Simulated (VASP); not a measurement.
Crystal: ScTa.

```
Sc Ta
1.0
     4.74577    0.00000    0.00000
     0.00000    3.14058    0.00000
     0.00000    0.00000    4.84547
Sc Ta
2 2
Direct
  0.75000 0.00000 0.68700
  0.25000 0.00000 0.31300
  0.75000 0.50000 0.18800
  0.25000 0.50000 0.81200
```

| Item | Value |
| --- | --- |
| Program | VASP 6.6.1 |
| Task | relaxation of cell and atoms |
| Functional | PBE |
| Potentials or basis | VASP PAW PBE potentials, release 64 (Sc_sv, Ta_pv) |
| Cutoff | 600 eV |
| k mesh | 4 × 6 × 4 |
| Occupations | gaussian, width 0.1 eV |
| Spin | no spin polarisation |

At the start: pressure 16.1 GPa; volume 18.05 Å³/atom.

Q: How do energy, volume and symmetry change on relaxing?

A: Over 20 steps the energy falls by 244.2 meV/atom and the volume is 20.57 Å³/atom (+13.9 %); space group Pmma (No. 51, to 0.1 Å) before and after.

The path:
```tsv
step	energy change (eV)	largest force (eV/Å)	pressure (GPa)	volume (Å³)
1	0.0000	1.3296	16.11	72.22
2	-0.2162	0.9385	-11.26	92.84
3	-0.5700	1.0155	-1.96	82.94
4	-0.5702	1.0192	-1.67	82.72
5	-0.6976	0.6231	-0.40	82.04
6	-0.7381	0.6349	1.12	81.42
7	-0.7400	0.7033	1.55	81.26
8	-0.8190	0.5959	-1.04	83.38
9	-0.8452	0.4705	-2.96	85.09
10	-0.8963	0.4125	-1.82	84.14
11	-0.9631	0.2185	1.93	81.26
12	-0.9647	0.2723	1.27	81.76
13	-0.9650	0.2550	1.46	81.60
14	-0.9723	0.0738	0.14	82.39
15	-0.9729	0.0745	0.40	82.23
16	-0.9755	0.0602	-0.04	82.54
17	-0.9757	0.0542	-0.21	82.65
18	-0.9762	0.0472	-0.04	82.47
19	-0.9765	0.0379	0.22	82.23
20	-0.9768	0.0175	0.10	82.27
```

Final structure:
```cif
data_structure
_symmetry_space_group_name_H-M 'P 1'
_symmetry_Int_Tables_number 1
_cell_length_a 4.9198
_cell_length_b 2.9888
_cell_length_c 5.5947
_cell_angle_alpha 90.000
_cell_angle_beta 90.000
_cell_angle_gamma 90.000
_cell_volume 82.27
loop_
_atom_site_label
_atom_site_type_symbol
_atom_site_fract_x
_atom_site_fract_y
_atom_site_fract_z
_atom_site_occupancy
Sc1 Sc 0.75000 0.00000 0.65188 1
Sc2 Sc 0.25000 0.00000 0.34812 1
Ta1 Ta 0.75000 0.50000 0.12685 1
Ta2 Ta 0.25000 0.50000 0.87315 1
```

Caveat: a cell axis changed by over 15 % at a fixed basis, so the end point is rough.
